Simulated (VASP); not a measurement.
# Te2Pt in VASP: notebook, part 2 of 2

VASP 6.6.1. The steps go on from the part before.

### 3 Relaxation of the atoms, PBE+D3(BJ)

This run uses another cell than the first one: it holds 9 atoms, not 12.

INCAR reads:

```
PREC = Accurate ; ENCUT = 450
EDIFF = 1E-7 ; ISMEAR = 0
SIGMA = 0.1 ; LREAL = False
LASPH = True ; NELM = 120
ALGO = Normal ; ISIF = 2
LWAVE = False ; LCHARG = False
LDIPOL = True ; IDIPOL = 3
DIPOL = 0.5 0.5 0.500 ; GGA = PE
IVDW = 12 ; IBRION = 2
NSW = 80 ; EDIFFG = -0.02
GGA_COMPAT = False ; NELMIN = 4
NELMDL = -8
```

KPOINTS reads:

```
Automatic mesh
0
Gamma
  9 9 1
```

POSCAR reads:

```
Te2Pt
1.0
    4.0520213429      0.0000000000      0.0000000000
   -2.0260106714      3.5091534196      0.0000000000
    0.0000000000      0.0000000000     27.9095562715
Te Pt
6 3
Direct
    0.6666666667      0.3333333333      0.2687251609
    0.3333333333      0.6666666667      0.3662430484
    0.6666666667      0.3333333333      0.4512410563
    0.3333333333      0.6666666667      0.5487589437
    0.6666666667      0.3333333333      0.6337569516
    0.3333333333      0.6666666667      0.7312748391
    0.0000000000      0.0000000000      0.3174841046
    0.0000000000      0.0000000000      0.5000000000
    0.0000000000      0.0000000000      0.6825158954
```

Potentials or basis: VASP PAW PBE potentials, release 64 (Te, Pt).

Started as:

```
$ cat potpaw_PBE.64/Te/POTCAR potpaw_PBE.64/Pt/POTCAR > POTCAR
$ mpirun -np 1 vasp_std > vasp.out
```

OUTCAR:

```text
PREC = Accurate
   ENCUT = 450
   EDIFF = 1E-7
   ISMEAR = 0
   LREAL = False
   LASPH = True
   NELM = 120
   ISIF = 2
   GGA = PE
   IVDW = 12
   IBRION = 2
   NSW = 80
   EDIFFG = -0.02
   NELMIN = 4
   NELMDL = -8
 IVDW          = 12

 ion  position               nearest neighbor table
   1  0.667  0.333  0.269-   7 2.71   7 2.71   7 2.71   2 3.59   2 3.59   2 3.59
   2  0.333  0.667  0.366-   7 2.71   7 2.71   7 2.71   3 3.33   3 3.33   3 3.33   1 3.59   1 3.59
                             1 3.59
   3  0.667  0.333  0.451-   8 2.71   8 2.71   8 2.71   2 3.33   2 3.33   2 3.33   4 3.59   4 3.59
                             4 3.59
   4  0.333  0.667  0.549-   8 2.71   8 2.71   8 2.71   5 3.33   5 3.33   5 3.33   3 3.59   3 3.59
                             3 3.59
   5  0.667  0.333  0.634-   9 2.71   9 2.71   9 2.71   4 3.33   4 3.33   4 3.33   6 3.59   6 3.59
[... 302 lines left out ...]

 val. band max:        2.8510590768   @ k =   0.3333   0.3333   0.0000
 cond. band min:       2.9337282269   @ k =   0.3333   0.2222   0.0000
 fundamental gap:      0.0826691501
 Fermi energy:         2.8977508536

 k-point     1 :       0.0000    0.0000    0.0000
  band No.  band energies     occupation
      1     -11.1184      2.00000
      2     -10.7292      2.00000
      3     -10.2496      2.00000
      4      -9.2204      2.00000
      5      -8.4550      2.00000
      6      -7.8655      2.00000
[... 493 lines left out ...]
     38       4.9389      0.00000
     39       4.9389      0.00000

------------------------ aborting loop because EDIFF is reached ----------------------------------------

 vacuum level on the upper side and lower side of the slab       (xc-potential included)        -0.056        -0.056

 Edisp (eV)   -4.35715

 E8    (eV) :    -2.0432

  FORCE on cell =-STRESS in cart. coord.  units (eV):
  Direction    XX          YY          ZZ          XY          YZ          ZX
  --------------------------------------------------------------------------------------
  -------------------------------------------------------------------------------------
  Total      -1.62072    -1.62072    -0.25804    -0.00000     0.00000    -0.00000
  in kB      -6.54323    -6.54323    -1.04175    -0.00000     0.00000    -0.00000
  external pressure =       -4.71 kB  Pullay stress =        0.00 kB
[... 24 lines left out ...]
  FREE ENERGIE OF THE ION-ELECTRON SYSTEM (eV)
  ---------------------------------------------------
  free  energy   TOTEN  =       -44.8659478374 eV

  energy  without entropy=      -44.8484799777  energy(sigma->0) =      -44.85721391

 reached required accuracy - stopping structural energy minimisation

 vacuum level on the upper side and lower side of the slab         7.157         7.157
```

OSZICAR:

```text
N       E                     dE             d eps       ncg     rms          rms(c)
DAV:   1     0.420867465305E+03    0.42087E+03   -0.23589E+04   936   0.122E+03
DAV:   2    -0.232223774471E+01   -0.42319E+03   -0.40876E+03  1253   0.225E+02
DAV:   3    -0.401990328289E+02   -0.37877E+02   -0.36822E+02  1160   0.701E+01
[... 42 lines left out ...]
DAV:   3    -0.405088027847E+02    0.64082E-05   -0.62274E-05  1027   0.426E-02    0.255E-02
DAV:   4    -0.405088010875E+02    0.16973E-05   -0.10858E-05  1195   0.244E-02    0.161E-02
DAV:   5    -0.405087998118E+02    0.12757E-05   -0.14865E-05  1028   0.223E-02    0.471E-03
DAV:   6    -0.405087995911E+02    0.22067E-06   -0.18418E-06   971   0.903E-03    0.244E-03
DAV:   7    -0.405087996238E+02   -0.32721E-07   -0.31025E-07   789   0.280E-03
   3 F= -.44865948E+02 E0= -.44857214E+02  d E =-.559904E-02
```

CONTCAR:

```text
Te2Pt
   1.00000000000000
     4.0520213428999998    0.0000000000000000    0.0000000000000000
    -2.0260106713999999    3.5091534196000000    0.0000000000000000
     0.0000000000000000    0.0000000000000000   27.9095562715000014
  Te              Pt
     6     3
Direct
     0.6666666667000030    0.3333333332999970    0.2684660710453465
     0.3333333332999970    0.6666666667000030    0.3659996529183142
     0.6666666667000030    0.3333333332999970    0.4512335801744629
     0.3333333332999970    0.6666666667000030    0.5487664198255371
     0.6666666667000030    0.3333333332999970    0.6340003470816858
     0.3333333332999970    0.6666666667000030    0.7315339289546535
     0.0000000000000000    0.0000000000000000    0.3180261756155130
     0.0000000000000000    0.0000000000000000    0.5000000000000000
     0.0000000000000000    0.0000000000000000    0.6819738243844869

  0.00000000E+00  0.00000000E+00  0.00000000E+00
  0.00000000E+00  0.00000000E+00  0.00000000E+00
  0.00000000E+00  0.00000000E+00  0.00000000E+00
  0.00000000E+00  0.00000000E+00  0.00000000E+00
  0.00000000E+00  0.00000000E+00  0.00000000E+00
  0.00000000E+00  0.00000000E+00  0.00000000E+00
  0.00000000E+00  0.00000000E+00  0.00000000E+00
  0.00000000E+00  0.00000000E+00  0.00000000E+00
  0.00000000E+00  0.00000000E+00  0.00000000E+00
```

It took 8.9 min on 1 thread of Intel Xeon Platinum 8488C (Sapphire Rapids), shared host; peak memory 0.48 GiB.

Results:

```
Free energy                  : -44.8659 eV
Energy gained by relaxing    : 0.6 meV/atom
Ionic steps                  : 3
Largest force after relaxing : 0.013 eV/Å
Band gap on the k mesh       : zero (bands 33 and 34 overlap by 0.93 eV)
Dispersion energy per atom   : -0.484 eV
```

Forces in eV/Å, atoms in the order of the input:
```
Te   0.000  0.000  0.004
Te   0.000  0.000  0.013
Te   0.000  0.000 -0.002
Te   0.000  0.000  0.002
Te   0.000  0.000 -0.013
Te   0.000  0.000 -0.004
Pt   0.000  0.000  0.007
Pt   0.000  0.000  0.000
Pt   0.000  0.000 -0.007
```

The path:
```csv
step,energy change (eV),largest force (eV/Å),pressure (GPa)
1,0.0000,0.2586,-0.43
2,-0.0054,0.0513,-0.46
3,-0.0056,0.0126,-0.47
```

Final structure:
```yaml
crystal:
  lattice:
    - [4.05202, 0.00000, 0.00000]
    - [-2.02601, 3.50915, 0.00000]
    - [0.00000, 0.00000, 27.90956]
  atoms:
    - { symbol: Te, position: [0.66667, 0.33333, 0.26847] }
    - { symbol: Te, position: [0.33333, 0.66667, 0.36600] }
    - { symbol: Te, position: [0.66667, 0.33333, 0.45123] }
    - { symbol: Te, position: [0.33333, 0.66667, 0.54877] }
    - { symbol: Te, position: [0.66667, 0.33333, 0.63400] }
    - { symbol: Te, position: [0.33333, 0.66667, 0.73153] }
    - { symbol: Pt, position: [0.00000, 0.00000, 0.31803] }
    - { symbol: Pt, position: [0.00000, 0.00000, 0.50000] }
    - { symbol: Pt, position: [0.00000, 0.00000, 0.68197] }
```

Caveat: spin-orbit coupling is left out, which moves the levels of the heavy elements.

### 4 Single point, LDA

This run uses another cell than the first one.

INCAR reads:

```
PREC     = Accurate       # precision mode
ENCUT    = 400            # plane-wave cutoff, eV
EDIFF    = 1E-6           # SCF threshold, eV
ISMEAR   = 0              # smearing method
SIGMA    = 0.1            # smearing width, eV
LREAL    = False          # projectors in reciprocal space
LASPH    = True           # aspherical terms in the spheres
NELM     = 120            # most SCF steps
ALGO     = Normal         # electronic algorithm
ISIF     = 2              # what is computed and relaxed
LWAVE    = False          # write WAVECAR
LCHARG   = False          # write CHGCAR
LDIPOL   = True         
IDIPOL   = 3            
DIPOL    = 0.5 0.5 0.500
NBANDS   = 56             # bands
GGA_COMPAT= False        
NELMDL   = -8
```

KPOINTS reads:

```
Automatic mesh
0
Gamma
  12 12 1
```

POSCAR reads:

```
Te2Pt
1.0
    4.0336594709      0.0000000000      0.0000000000
   -2.0168297355      3.4932515720      0.0000000000
    0.0000000000      0.0000000000     62.0069878260
Te Pt
8 4
Direct
    0.6666666667      0.3333333333      0.3537635891
    0.3333333333      0.6666666667      0.3980284601
    0.6666666667      0.3333333333      0.4366583776
    0.3333333333      0.6666666667      0.4808287450
    0.6666666667      0.3333333333      0.5191712550
    0.3333333333      0.6666666667      0.5633416224
    0.6666666667      0.3333333333      0.6019715399
    0.3333333333      0.6666666667      0.6462364109
    0.0000000000      0.0000000000      0.3762473730
    0.0000000000      0.0000000000      0.4586945921
    0.0000000000      0.0000000000      0.5413054079
    0.0000000000      0.0000000000      0.6237526270
```

Potentials or basis: VASP PAW LDA potentials, release 64 (Te, Pt).

Started as:

```
$ cat potpaw_LDA.64/Te/POTCAR potpaw_LDA.64/Pt/POTCAR > POTCAR
$ mpirun -np 1 vasp_std > vasp.out
```

It took 20 min on 1 thread of Intel Xeon 6975P-C (Granite Rapids), shared host; peak memory 0.8 GiB.

The run converged. Its results:

- Free energy: -64.9943 eV
- Largest force: 0.491 eV/Å
- Band gap on the k mesh: zero (bands 44 and 45 overlap by 1.12 eV)

Forces in eV/Å, atoms in the order of the input:
```
Te   0.000  0.000  0.491
Te   0.000  0.000 -0.387
Te   0.000  0.000  0.306
Te   0.000  0.000 -0.316
Te   0.000  0.000  0.316
Te   0.000  0.000 -0.306
Te   0.000  0.000  0.387
Te   0.000  0.000 -0.491
Pt   0.000  0.000 -0.074
Pt   0.000  0.000 -0.005
Pt   0.000  0.000  0.005
Pt   0.000  0.000  0.074
```

Levels at points of the mesh, in eV from the Fermi level:
```tsv
k point	band 41	band 42	band 43	band 44	band 45	band 46	band 47	band 48
(0.00, 0.00, 0.00)	-0.44	-0.44	0.30	1.03	1.03	1.17	1.47	1.47
(0.50, 0.00, 0.00)	-2.28	-2.20	-1.49	-0.91	0.31	0.50	0.94	1.13
```

Caveat: spin-orbit coupling is left out, which moves the levels of the heavy elements.

### 5 Single point, PBE

INCAR reads:

```
SYSTEM = Te2Pt
PREC     = Accurate       ! precision mode
ENCUT    = 400            ! plane-wave cutoff, eV
EDIFF    = 1E-6           ! SCF threshold, eV
ISMEAR   = 0              ! smearing method
SIGMA    = 0.1            ! smearing width, eV
LREAL    = .False.        ! projectors in reciprocal space
LASPH    = .True.         ! aspherical terms in the spheres
NELM     = 120            ! most SCF steps
ALGO     = Normal         ! electronic algorithm
ISIF     = 2              ! what is computed and relaxed
LWAVE    = .False.        ! write WAVECAR
LCHARG   = .True.         ! write CHGCAR
LDIPOL   = .True.       
IDIPOL   = 3            
DIPOL    = 0.5 0.5 0.500
GGA      = PE             ! functional
LELF     = .True.         ! ELF
LVHAR    = .True.       
LVACPOTAV= .True.       
NBANDS   = 56             ! bands
GGA_COMPAT= .False.      
NELMDL   = -8
```

KPOINTS reads:

```
regular mesh
0
Gamma
  12 12 1
  0 0 0
```

POSCAR reads:

```
Te2Pt
1.0
    4.0714146327      0.0000000000      0.0000000000
   -2.0357073164      3.5259485012      0.0000000000
    0.0000000000      0.0000000000     62.0069878260
Te Pt
8 4
Direct
    0.6666666667      0.3333333333      0.3466725334
    0.3333333333      0.6666666667      0.3907950508
    0.6666666667      0.3333333333      0.4339841960
    0.3333333333      0.6666666667      0.4782017605
    0.6666666667      0.3333333333      0.5217982395
    0.3333333333      0.6666666667      0.5660158040
    0.6666666667      0.3333333333      0.6092049492
    0.3333333333      0.6666666667      0.6533274666
    0.0000000000      0.0000000000      0.3689947412
    0.0000000000      0.0000000000      0.4560403931
    0.0000000000      0.0000000000      0.5439596069
    0.0000000000      0.0000000000      0.6310052588
```

Potentials or basis: VASP PAW PBE potentials, release 64 (Te, Pt).

Started as:

```
$ cat potpaw_PBE.64/Te/POTCAR potpaw_PBE.64/Pt/POTCAR > POTCAR
$ mpirun -np 1 vasp_std > vasp.out
```

It took 20 min on 1 thread of Intel Xeon 6975P-C (Granite Rapids), shared host; peak memory 0.98 GiB.

It converged, with:

| Quantity | Value |
| --- | --- |
| Free energy | -54.1584 eV |
| Largest force | 0.019 eV/Å |
| Band gap on the k mesh | zero (bands 44 and 45 overlap by 0.91 eV) |
| Work function of the upper face | 4.39 eV |
| Work function of the lower face | 4.39 eV |

Forces on the atoms (eV/Å):
```
Te   0.000  0.000  0.019
Te   0.000  0.000 -0.012
Te   0.000  0.000  0.011
Te   0.000  0.000 -0.011
Te   0.000  0.000  0.011
Te   0.000  0.000 -0.011
Te   0.000  0.000  0.012
Te   0.000  0.000 -0.019
Pt   0.000  0.000  0.000
Pt   0.000  0.000 -0.002
Pt   0.000  0.000  0.002
Pt   0.000  0.000  0.000
```

Levels at points of the mesh, in eV from the Fermi level:
| k point | band 41 | band 42 | band 43 | band 44 | band 45 | band 46 | band 47 | band 48 |
| --- | --- | --- | --- | --- | --- | --- | --- | --- |
| (0.00, 0.00, 0.00) | -0.50 | -0.50 | 0.08 | 0.84 | 1.23 | 1.23 | 1.51 | 1.51 |
| (0.50, 0.00, 0.00) | -2.39 | -2.20 | -1.56 | -1.05 | 0.38 | 0.76 | 0.89 | 1.19 |

Caveat: spin-orbit coupling is left out, which moves the levels of the heavy elements.

### 6 The runs side by side

```tsv
task	level	potentials or basis	cell	k mesh	cutoff (eV)	gap on the mesh (eV)	largest force (eV/Å)
single point	PBE	VASP PAW PBE potentials, release 64 (Te, Pt)	a = 4.071, b = 4.071, c = 62.007 Å, angles 90.0, 90.0, 120.0°, 12 atoms, atomic positions A	12 × 12 × 1	400	none	0.02
relaxation of the atoms	PBE+D3(BJ)	VASP PAW PBE potentials, release 64 (Te, Pt)	atoms relaxed from a = 4.052, b = 4.052, c = 27.910 Å, angles 90.0, 90.0, 120.0°, 9 atoms, atomic positions B	9 × 9 × 1	450	none	0.01
single point	LDA	VASP PAW LDA potentials, release 64 (Te, Pt)	a = 4.034, b = 4.034, c = 62.007 Å, angles 90.0, 90.0, 120.0°, 12 atoms, atomic positions C	12 × 12 × 1	400	none	0.49
```

Alike in all rows: no spin polarisation; smearing gaussian 0.1 eV.

Caveats: spin-orbit coupling is left out, which moves the levels of the heavy elements.

Absolute energies hang on the potentials; compare differences alone.
